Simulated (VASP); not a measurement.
Te, 2 atoms in the cell. The structure is hexagonal, space group P6_3/mmc (No. 194). The conventional cell has a = 4.022 Å, b = 4.022 Å, c = 4.286 Å, α = 90.00°, β = 90.00°, γ = 120.00°. Within 4.3 Å of Te (site symmetry -6m2) lie 14 Te at 3.16 to 4.29 Å. This isn't the form of Te at room conditions, which is trigonal, of chains.

* Program: VASP 6.6.1
* Task: single point
* Functional: RPBE
* Potentials or basis: VASP PAW PBE potentials, release 64 (Te)
* Cutoff: 520 eV
* k mesh: 10 × 10 × 8
* Occupations: fermi-dirac, width 0.1 eV
* Spin: no spin polarisation
* Dipole correction: no
* Further INCAR settings: ALGO = Normal; EDIFF = 1e-06; NBANDS = 13

Potentials or basis: VASP PAW PBE potentials, release 64 (Te).

Launch:

```console
$ cat potpaw_PBE.64/Te/POTCAR > POTCAR
$ mpirun -np 1 vasp_std > vasp.out
```

Hardware: 1 thread of Intel(R) Xeon(R) Platinum 8375C CPU @ 2.90GHz (Ice Lake) (shared host).

Question: Estimate the wall time of this run.

Answer: It took 34 s on 1 thread of Intel(R) Xeon(R) Platinum 8375C CPU @ 2.90GHz (Ice Lake) (shared host), peak memory 0.19 GiB. Counts: scf iterations 10, k points 70.
